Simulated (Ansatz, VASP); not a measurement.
**CdS in VASP and in Ansatz**

```xyz
4
Lattice="4.1926 0.0000 0.0000 -2.0963 3.6309 0.0000 0.0000 0.0000 6.8119" Properties=species:S:1:pos:R:3 pbc="T T T"
Cd    0.0000    2.4206   -0.0066
Cd    2.0963    1.2103    3.3994
S     0.0000    2.4206    2.5610
S     2.0963    1.2103    5.9670
```

Alike in both runs: functional r2SCAN; k mesh 12 × 12 × 4; occupations fermi-dirac, width 0.02 eV; no spin polarisation.

Ansatz relaxed the structure, and its values are those at the end. VASP's run is a single point on that final structure, the one shown.

|  | VASP | Ansatz |
| --- | --- | --- |
| version | VASP 6.6.1 | Ansatz 0.2.0 |
| potentials or method | VASP PAW PBE potentials, release 64 (Cd, S), cutoff 520 eV | PAW plane waves |
| valence electrons in the cell | 36 | 52 |

```csv
,VASP,Ansatz,Ansatz less VASP
gap on the k mesh at the Fermi level (eV),1.58,1.58,+0.002
pressure (GPa),-0.9,-1.1,-0.25
```

VASP's potentials were made for PBE, not for r2SCAN. With one functional, cell and mesh, what is left measures potentials, basis and numerics. VASP's potentials hold 36 valence electrons a cell and Ansatz's 52, so a difference there can come from the potentials and not from the codes. Ansatz's warnings: stress scf threshold loose.
